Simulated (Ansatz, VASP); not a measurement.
## One calculation of RbNa2, two programs

File INCAR:

```
PREC     = Accurate       # precision mode
ENCUT    = 600            # plane-wave cutoff, eV
EDIFF    = 1E-7           # SCF threshold, eV
ISMEAR   = 0              # smearing method
SIGMA    = 0.1            # smearing width, eV
LREAL    = False          # projectors in reciprocal space
LASPH    = True           # aspherical terms in the spheres
NELM     = 100            # most SCF steps
ALGO     = Fast           # electronic algorithm
ISIF     = 3              # what is computed and relaxed
LWAVE    = False          # write WAVECAR
LCHARG   = False          # write CHGCAR
GGA      = PE             # functional
IBRION   = 2              # ionic algorithm
NSW      = 90             # ionic steps
EDIFFG   = -0.04          # ionic threshold
```

File KPOINTS:

```
regular mesh
0
Gamma
  6 6 4
```

File POSCAR:

```
RbNa2
1.0
    3.3269174300      0.0000000000      0.0000000000
    0.0000000000      3.3269174300      0.0000000000
    0.0000000000      0.0000000000      6.8968310300
Rb Na
1 2
Direct
    0.0000000000      0.0000000000      0.0000000000
    0.5000000000      0.5000000000      0.2843227100
    0.5000000000      0.5000000000      0.7156772900
```

Input for Ansatz:

```yaml
crystal:
  lattice:
    - [3.32691743, 0.0, 0.0]
    - [0.0, 3.32691743, 0.0]
    - [0.0, 0.0, 6.89683103]
  atoms:
    - { symbol: Rb, position: [0.0, 0.0, 0.0] }
    - { symbol: Na, position: [0.5, 0.5, 0.28432271] }
    - { symbol: Na, position: [0.5, 0.5, 0.71567729] }
basis:
  ecutwfc: 420
kpoints:
  mp_grid: { grid: [6, 6, 4] }
hamiltonian:
  xc: pbe
scf:
  occupations: { method: gaussian, width: 0.1 }
  lower_state_search: "off"
output:
  forces: true
  stress: true
  eigenvalues: true
relax:
  adjacent_minimum: "off"
  f_tol: 0.04
  max_steps: 70
  cell: { stress_tol: 0.4 }
```

Change from the starting cell: species swapped into the Ga2Cu type (P4/mmm, No. 123).

Alike in both runs: task relaxation of cell and atoms; functional PBE; k mesh 6 × 6 × 4; occupations gaussian, width 0.1 eV; no spin polarisation.

|  | VASP | Ansatz |
| --- | --- | --- |
| version | VASP 6.6.1 | Ansatz 0.2.0 |
| potentials or method | VASP PAW PBE potentials, release 64 (Rb_sv, Na_pv), cutoff 600 eV | scalar-relativistic, plane waves, PAW |
| valence electrons in the cell | 23 | 27 |

```csv
,VASP,Ansatz,Ansatz less VASP
"gap on the k mesh at the Fermi level, each at its own relaxed structure (eV)",none,none,-
relaxed volume (Å³/atom),56.14,57.15,+1.005
relaxed cell length with the largest relative difference (Å),10.151,9.842,-0.3082
```

A gap of «none» marks a metal or a gap that the smearing closes. VASP's potentials hold 23 valence electrons a cell and Ansatz's 27, so a difference there can come from the potentials and not from the codes.

Noted on VASP's run: the volume moved by over 15 % at a fixed basis, so the end points are rough.
